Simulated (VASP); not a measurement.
**PbF2: single point with PBEsol**

The system is PbF2.

```xyz
3
Lattice="0.0000 2.9637 2.9637 2.9637 0.0000 2.9637 2.9637 2.9637 0.0000" Properties=species:S:1:pos:R:3 pbc="T T T"
Pb    0.0054   -0.0460   -0.0529
F     4.4571    4.4806    4.4317
F     1.4577    1.5037    1.5258
```

| Quantity | Value |
| --- | --- |
| Program | VASP 6.6.1 |
| Task | single point |
| Functional | PBEsol |
| Potentials or basis | VASP PAW PBE potentials, release 64 (Pb_d, F) |
| Cutoff | 600 eV |
| k mesh | 6 × 6 × 6 |
| Occupations | fermi-dirac, width 0.1 eV |
| Spin | no spin polarisation |

```
Pressure               : -1.0 GPa
Largest force          : 0.204 eV/Å
Band gap on the k mesh : 4.26 eV (least direct gap 4.45 eV)
```

Forces in eV/Å, atoms in the order of the input:
```
Pb  -0.028  0.110  0.100
F   -0.076 -0.073  0.072
F    0.104 -0.037 -0.172
```

Stress tensor (GPa, compression positive):
```
-1.04 -0.47  0.04
-0.47 -1.00  0.41
 0.04  0.41 -0.98
```

Levels at points of the mesh, in eV from the valence-band top:
| k point | band 11 | band 12 | band 13 | band 14 | band 15 | band 16 | band 17 | band 18 |
| --- | --- | --- | --- | --- | --- | --- | --- | --- |
| (0.00, 0.00, 0.00) | -2.52 | -2.06 | -2.02 | -1.97 | 6.53 | 6.67 | 6.77 | 10.46 |
| (0.50, 0.00, 0.00) | -2.69 | -2.20 | -2.13 | 0.00 | 4.96 | 7.41 | 7.66 | 13.01 |
| (0.00, 0.50, 0.00) | -2.68 | -2.21 | -2.13 | -0.03 | 4.91 | 7.40 | 7.72 | 13.01 |
| (0.00, 0.00, 0.50) | -2.70 | -2.24 | -2.20 | -0.15 | 4.82 | 7.50 | 7.66 | 13.04 |
| (0.50, 0.50, 0.50) | -2.65 | -2.24 | -2.15 | -0.07 | 4.90 | 7.38 | 7.74 | 13.02 |
| (0.50, 0.50, 0.00) | -1.65 | -1.60 | -1.55 | -0.20 | 4.27 | 7.71 | 7.86 | 8.80 |
| (0.00, 0.50, 0.50) | -1.67 | -1.60 | -1.54 | -0.18 | 4.28 | 7.73 | 7.80 | 8.83 |
| (0.50, 0.00, 0.50) | -1.65 | -1.60 | -1.55 | -0.19 | 4.26 | 7.77 | 7.81 | 8.80 |

Wall time 3.3 min on 1 thread of Intel Xeon 8259CL, with other jobs on the host, peak memory 0.3 GiB.

Caveat: the PAW data sets were made with another functional, which shifts forces and pressure a little; spin-orbit coupling is left out, which moves the levels of the heavy elements. A k mesh can miss the band edges.
